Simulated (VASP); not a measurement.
# WSe2 in VASP: single point with PBE+D3(BJ)

Aim: the single point of WSe2 with PBE+D3(BJ).

Program: VASP 6.6.1. These are calculated values, not measurements. Logs are shortened: lines on timing, memory, paths and dates and some standing lists are left out, and cuts for length are marked.

**1. The cell of the first run**

The cell holds a slab with vacuum, 6 atoms: a = 3.285 Å, b = 3.285 Å, c = 24.239 Å, α = 90.00°, β = 90.00°, γ = 120.00°.

**2. Single point, PBE+D3(BJ)**

Input file INCAR:

```
ALGO = Normal ; DIPOL = 0.5 0.5 0.401
EDIFF = 1E-6 ; ENCUT = 520
GGA = PE ; IDIPOL = 3
ISIF = 2 ; ISMEAR = 0
IVDW = 12 ; LASPH = T
LCHARG = F ; LDIPOL = T
LREAL = F ; LWAVE = F
NBANDS = 35 ; NELM = 60
PREC = Accurate ; SIGMA = 0.05
```

Input file KPOINTS:

```
k-points
0
Gamma
  9 9 1
```

Input file POSCAR:

```
WSe2
1.0
    3.2854929596      0.0000000000      0.0000000000
   -1.6427464798      2.8453203669      0.0000000000
    0.0000000000      0.0000000000     24.2386467078
Se W
4 2
Direct
    0.3333333333      0.6666666667      0.1856539292
    0.3333333333      0.6666666667      0.3246601780
    0.3333333333      1.0000000000      0.4777215285
    0.3333333333      1.0000000000      0.6167277773
    0.6666666667      0.3333333333      0.2551570536
    0.0000000000      1.3333333333      0.5472246529
```

Potentials or basis: VASP PAW PBE potentials, release 64 (Se, W_sv).

On the command line:

```sh
> cat potpaw_PBE.64/Se/POTCAR potpaw_PBE.64/W_sv/POTCAR > POTCAR
> mpirun -np 1 vasp_std > vasp.out
```

OUTCAR:

```text
EDIFF = 1E-6
   ENCUT = 520
   GGA = PE
   ISIF = 2
   ISMEAR = 0
   IVDW = 12
   LASPH = T
   LREAL = F
   NELM = 60
   PREC = Accurate
 IVDW          = 12

 ion  position               nearest neighbor table
   1  0.333  0.667  0.186-   5 2.54   5 2.54   5 2.54
   2  0.333  0.667  0.325-   5 2.54   5 2.54   5 2.54
   3  0.333  0.000  0.478-   6 2.54   6 2.54   6 2.54
   4  0.333  0.000  0.617-   6 2.54   6 2.54   6 2.54
   5  0.667  0.333  0.255-   1 2.54   2 2.54   1 2.54   2 2.54   1 2.54   2 2.54
   6  0.000  0.333  0.547-   3 2.54   4 2.54   3 2.54   4 2.54   3 2.54   4 2.54

  LATTYP: Found a hexagonal cell.
 ALAT       =     3.2854929596
 C/A-ratio  =     7.3774763805

  Lattice vectors:

 A1 = (   3.2854929596,   0.0000000000,   0.0000000000)
 A2 = (  -1.6427464798,   2.8453203669,   0.0000000000)
 A3 = (   0.0000000000,   0.0000000000,  24.2386467078)

Analysis of symmetry for initial positions (statically):
=====================================================================
 Subroutine PRICEL returns:
 Original cell was already a primitive cell.

 Routine SETGRP: Setting up the symmetry group for a
 hexagonal supercell.

 Subroutine GETGRP returns: Found  2 space group operations
 (whereof  1 operations were pure point group operations)
 out of a pool of 24 trial point group operations.

The static configuration has the point symmetry C_1 .
 The point group associated with its full space group is S_2 .

Analysis of symmetry for dynamics (positions and initial velocities):
=====================================================================
 Subroutine PRICEL returns:
 Original cell was already a primitive cell.

 Routine SETGRP: Setting up the symmetry group for a
 hexagonal supercell.

 Subroutine GETGRP returns: Found  2 space group operations
 (whereof  1 operations were pure point group operations)
 out of a pool of 24 trial point group operations.

The dynamic configuration has the point symmetry C_1 .
 The point group associated with its full space group is S_2 .

 Subroutine INISYM returns: Found  2 space group operations
 (whereof  1 operations are pure point group operations),
 and found     1 'primitive' translations

----------------------------------------------------------------------------------------

                                     Primitive cell

  volume of cell :     226.5897

  direct lattice vectors                    reciprocal lattice vectors
     3.285492960  0.000000000  0.000000000     0.304368328  0.175727136  0.000000000
    -1.642746480  2.845320367  0.000000000     0.000000000  0.351454273  0.000000000
     0.000000000  0.000000000 24.238646708     0.000000000  0.000000000  0.041256429

  length of vectors
     3.285492960  3.285492960 24.238646708     0.351454273  0.351454273  0.041256429

  position of ions in fractional coordinates (direct lattice)
     0.333333333  0.666666667  0.185653929
     0.333333333  0.666666667  0.324660178
     0.333333333  0.000000000  0.477721528
     0.333333333  0.000000000  0.616727777
     0.666666667  0.333333333  0.255157054
     1.000000000  0.333333333  0.547224653

  ion indices of the primitive-cell ions
   primitive index   ion index
                 1           1
                 2           2
                 3           3
                 4           4
                 5           5
                 6           6

----------------------------------------------------------------------------------------

 KPOINTS: k-points

Automatic generation of k-mesh.
 Grid dimensions read from file:
 generate k-points for:    9    9    1

 Generating k-lattice:

  Cartesian coordinates                     Fractional coordinates (reciprocal lattice)
     0.033818703  0.019525237  0.000000000     0.111111111 -0.000000000  0.000000000
     0.000000000  0.039050475  0.000000000     0.000000000  0.111111111  0.000000000
     0.000000000  0.000000000  0.041256429     0.000000000  0.000000000  1.000000000

  Length of vectors
     0.039050475  0.039050475  0.041256429

  Shift w.r.t. Gamma in fractional coordinates (k-lattice)
     0.000000000  0.000000000  0.000000000

 Subroutine IBZKPT returns following result:
 ===========================================

 Found     41 irreducible k-points:

 Following reciprocal coordinates:
            Coordinates               Weight
  0.000000  0.000000  0.000000      1.000000
  0.111111 -0.000000  0.000000      2.000000
  0.000000  0.111111  0.000000      2.000000
 -0.111111  0.111111  0.000000      2.000000
  0.222222 -0.000000  0.000000      2.000000
  0.000000  0.222222  0.000000      2.000000
[... 16 lines left out ...]
  0.333333  0.111111  0.000000      2.000000
 -0.111111  0.444444  0.000000      2.000000
 [... further k-points ...]
   k-points           NKPTS =     41   k-points in BZ     NKDIM =     41   number of bands    NBANDS=     35
   number of dos      NEDOS =    301   number of ions     NIONS =      6
   total plane-waves  NPLWV = 103680
   dimension x,y,z NGX =    24 NGY =   24 NGZ =  180
   dimension x,y,z NGXF=    48 NGYF=   48 NGZF=  360
   ions per type =               4   2
   NGX,Y,Z   is equivalent  to a cutoff of  12.14, 12.14, 12.35 a.u.
   NGXF,Y,Z  is equivalent  to a cutoff of  24.29, 24.29, 24.69 a.u.
 SYSTEM =  unknown system
   PREC   = accura    normal or accurate (medium, high low for compatibility)
   ISTART =      0    job   : 0-new  1-cont  2-samecut
   ICHARG =      2    charge: 1-file 2-atom 10-const
   ISPIN  =      1    spin polarized calculation?
   LNONCOLLINEAR =      F non collinear calculations
   LSORBIT =      F    spin-orbit coupling
   LASPH  =      T    aspherical Exc in radial PAW
   ENCUT  =  520.0 eV  38.22 Ry    6.18 a.u.   6.11  6.11 45.07*2*pi/ulx,y,z
   NELM   =     60;   NELMIN=  2; NELMDL= -5     # of ELM steps
   EDIFF  = 0.1E-05   stopping-criterion for ELM
   LREAL  =      F    real-space projection
   EDIFFG = 0.1E-04   stopping-criterion for IOM
   NSW    =      0    number of steps for IOM
   IBRION =     -1    ionic relax: 0-MD 1-quasi-New 2-CG
   NFREE  =      0    steps in history (QN), initial steepest desc. (CG)
   ISIF   =      2    stress and relaxation
   ISYM   =      2    0-nonsym 1-usesym 2-fastsym
   POTIM  = 0.5000    time-step for ionic-motion
   TEBEG  =    0.0;   TEEND  =   0.0 temperature during run
   PSTRESS=    0.0 pullay stress
   NELECT =      52.0000    total number of electrons
   NUPDOWN=      -1.0000    fix difference up-down
   EMIN   =  10.00;   EMAX   =-10.00  energy-range for DOS
   EFERMI =   0.00;   METHOD = LEGACY
   ISMEAR =     0;   SIGMA  =   0.05  broadening in eV -4-tet -1-fermi 0-gaus
   EFERMI_NEDOS =   21; number of points for ismear=-14 and -15
   IALGO  =     38    algorithm
   IMIX   =      4    mixing-type and parameters
     AMIX     =   0.40;   BMIX     =  1.00
     AMIX_MAG =   1.60;   BMIX_MAG =  1.00
  volume/ion in A,a.u.               =      37.76       254.85
  Fermi-wavevector in a.u.,A,eV,Ry     =   1.002296  1.894064 13.668371  1.004597
  Thomas-Fermi vector in A             =   2.134774
   LORBIT       =      0    0 simple, 1 ext, 2 COOP (PROOUT), +10 PAW based schemes
   GGA     = PE    functional components
   LHFCALC =     F    Hartree Fock is set to
   AEXX    =    0.0000 exact exchange contribution
   IVDW    =    12    specifies the selected vdW correction
   LEPSILON=     F    determine dielectric tensor
   LRPA    =     F    only Hartree local field effects (RPA)
 non-spin polarized calculation
 Gauss-broadening in eV      SIGMA  =   0.05
  energy-cutoff  :      520.00
  volume of cell :      226.59
 maximum number of plane-waves:      6144
   NGX = 13   NGY = 13   NGZ = 91

 dipolmoment           0.000000      0.000000      0.000017 electrons x Angstroem

 number of electron      51.9999987 magnetization

 dipolmoment           0.000000      0.000000     -0.000002 electrons x Angstroem

 Free energy of the ion-electron system (eV)
  ---------------------------------------------------
  ext. energy  EPLUGINS =         0.00000000
  ---------------------------------------------------
  free energy    TOTEN  =       -43.20831812 eV

  energy without entropy =      -43.20831812  energy(sigma->0) =      -43.20831812

 E-fermi :   1.1780     XC(G=0):  -6.2871

 val. band max:        0.8715569630   @ k =   0.3333   0.3333   0.0000
 cond. band min:       2.4294625840   @ k =   0.3333  -0.1111   0.0000
 fundamental gap:      1.5579056210
 Fermi energy:         1.1779557800

 k-point     1 :       0.0000    0.0000    0.0000
  band No.  band energies     occupation
      1     -73.1804      2.00000
      2     -73.1804      2.00000
      3     -37.4263      2.00000
      4     -37.4263      2.00000
      5     -37.2918      2.00000
      6     -37.2918      2.00000
[... 27 lines left out ...]
     34       4.0189      0.00000
     35       5.1757      0.00000

 k-point     2 :       0.1111   -0.0000    0.0000
  band No.  band energies     occupation
      1     -73.1792      2.00000
      2     -73.1792      2.00000
      3     -37.4210      2.00000
      4     -37.4210      2.00000
      5     -37.3196      2.00000
      6     -37.3196      2.00000
[... 27 lines left out ...]
     34       4.1621      0.00000
     35       5.5981      0.00000

 k-point     3 :       0.0000    0.1111    0.0000
  band No.  band energies     occupation
      1     -73.1792      2.00000
      2     -73.1792      2.00000
      3     -37.4210      2.00000
      4     -37.4210      2.00000
      5     -37.3196      2.00000
      6     -37.3196      2.00000
[... 27 lines left out ...]
     34       4.1597      0.00000
     35       5.5996      0.00000
[... 723 lines left out ...]
 k-point    23 :       0.3333    0.1111    0.0000
  band No.  band energies     occupation
      1     -73.1708      2.00000
      2     -73.1708      2.00000
      3     -37.4930      2.00000
      4     -37.4930      2.00000
      5     -37.3848      2.00000
      6     -37.3848      2.00000
[... 27 lines left out ...]
     34       5.1754      0.00000
     35       6.3558      0.00000

 k-point    24 :      -0.1111    0.4444    0.0000
  band No.  band energies     occupation
      1     -73.1708      2.00000
      2     -73.1708      2.00000
      3     -37.4931      2.00000
      4     -37.4930      2.00000
      5     -37.3848      2.00000
      6     -37.3848      2.00000
[... 27 lines left out ...]
     34       5.2026      0.00000
     35       6.4277      0.00000

 [... further k-points ...]

------------------------ aborting loop because EDIFF is reached ----------------------------------------

 vacuum level on the upper side and lower side of the slab       (xc-potential included)        -0.154        -0.155

 Edisp (eV)   -2.28559

 E8    (eV) :    -1.0508

  FORCE on cell =-STRESS in cart. coord.  units (eV):
  Direction    XX          YY          ZZ          XY          YZ          ZX
  --------------------------------------------------------------------------------------
  -------------------------------------------------------------------------------------
  Total       0.00844     0.00542    -0.26885    -0.02281     0.10546    -0.03075
  in kB       0.05966     0.03833    -1.90101    -0.16126     0.74567    -0.21745
  external pressure =       -0.60 kB  Pullay stress =        0.00 kB

 VOLUME and BASIS-vectors are now :
 -----------------------------------------------------------------------------
  energy-cutoff  :      520.00
  volume of cell :      226.59
      direct lattice vectors                 reciprocal lattice vectors
     3.285492960  0.000000000  0.000000000     0.304368328  0.175727136  0.000000000
    -1.642746480  2.845320367  0.000000000     0.000000000  0.351454273  0.000000000
     0.000000000  0.000000000 24.238646708     0.000000000  0.000000000  0.041256429

 POSITION                                       TOTAL-FORCE (eV/Angst)
 -----------------------------------------------------------------------------------
     -0.00000      1.89688      4.50000         0.000526      0.000836     -0.039704
     -0.00000      1.89688      7.86932         0.004578     -0.014368      0.110981
      1.09516      0.00000     11.57932        -0.004578      0.014368     -0.110981
      1.09516      0.00000     14.94865        -0.000526     -0.000836      0.039704
      1.64275      0.94844      6.18466         0.001087     -0.008670      0.031192
     -0.54758      0.94844     13.26399        -0.001087      0.008670     -0.031192
 -----------------------------------------------------------------------------------
    total drift:                                0.000000     -0.000000     -0.000038

  FREE ENERGIE OF THE ION-ELECTRON SYSTEM (eV)
  ---------------------------------------------------
  free  energy   TOTEN  =       -45.4939094838 eV

  energy  without entropy=      -45.4939094838  energy(sigma->0) =      -45.49390948

 vacuum level on the upper side and lower side of the slab         5.823         5.824
```

It took 14 min on 1 thread of AMD EPYC 7R13, shared host; peak memory 0.46 GiB.

Results:

```yaml
Free_energy: -45.4939 eV
Largest_force: 0.112 eV/Å
Band_gap_on_the_k_mesh: 1.56 eV, indirect (least direct gap 1.66 eV)
Dispersion_energy_per_atom: -0.381 eV
```

Forces in eV/Å, atoms in the order of the input:
```
Se   0.001  0.001 -0.040
Se   0.005 -0.014  0.111
Se  -0.005  0.014 -0.111
Se  -0.001 -0.001  0.040
W    0.001 -0.009  0.031
W   -0.001  0.009 -0.031
```

Caveat: spin-orbit coupling is left out, which moves the levels of the heavy elements.
